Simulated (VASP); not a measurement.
Runs of VASP 6.6.1 on NaI. The structure is that of space group F-43m (No. 216), or close to it. The cells are those of the table. 

| level | cell | k mesh | smearing | grid for exact exchange (PRECFOCK) | screening parameter | gap on the mesh (eV) | pressure (GPa) |
| --- | --- | --- | --- | --- | --- | --- | --- |
| HSE06 | a = 4.930, b = 4.930, c = 4.848 Å, angles 60.5, 60.5, 58.9°, 2 atoms | 4 × 4 × 4 | gaussian 0.01 eV | Normal | 0.2079 1/Å | (b) | 1.1 |
| PBE | a = 5.021, b = 5.021, c = 4.987 Å, angles 60.2, 60.2, 59.6°, 2 atoms | 6 × 6 × 6 | fermi-dirac 0.02 eV | - | - | 3.82 | 0.4 |
| PBE | a = 4.930, b = 4.930, c = 4.848 Å, angles 60.5, 60.5, 58.9°, 2 atoms | 6 × 6 × 6 | fermi-dirac 0.02 eV | - | - | 3.92 | 1.3 |
| HSE06 | a = 5.021, b = 5.021, c = 4.987 Å, angles 60.2, 60.2, 59.6°, 2 atoms | 4 × 4 × 4 | gaussian 0.01 eV | Normal | 0.2079 1/Å | (a) | (c) |
| r2SCAN | a = 5.021, b = 5.021, c = 4.987 Å, angles 60.2, 60.2, 59.6°, 2 atoms | 6 × 6 × 6 | gaussian 0.01 eV | - | - | 4.42 | -0.1 |

Alike in all rows: task single point; potentials or basis VASP PAW PBE potentials, release 64 (Na_pv, I); no spin polarisation; cutoff (eV) 520.

Fill in the values left out.

(a) 4.79; (b) 4.90; (c) 0.2.

Caveats: spin-orbit coupling is left out, which moves the levels of the heavy elements; the PAW data sets were made with another functional, which shifts forces and pressure a little (some runs).

A k mesh can miss the band edges, and the runs leave out spin-orbit coupling on I.
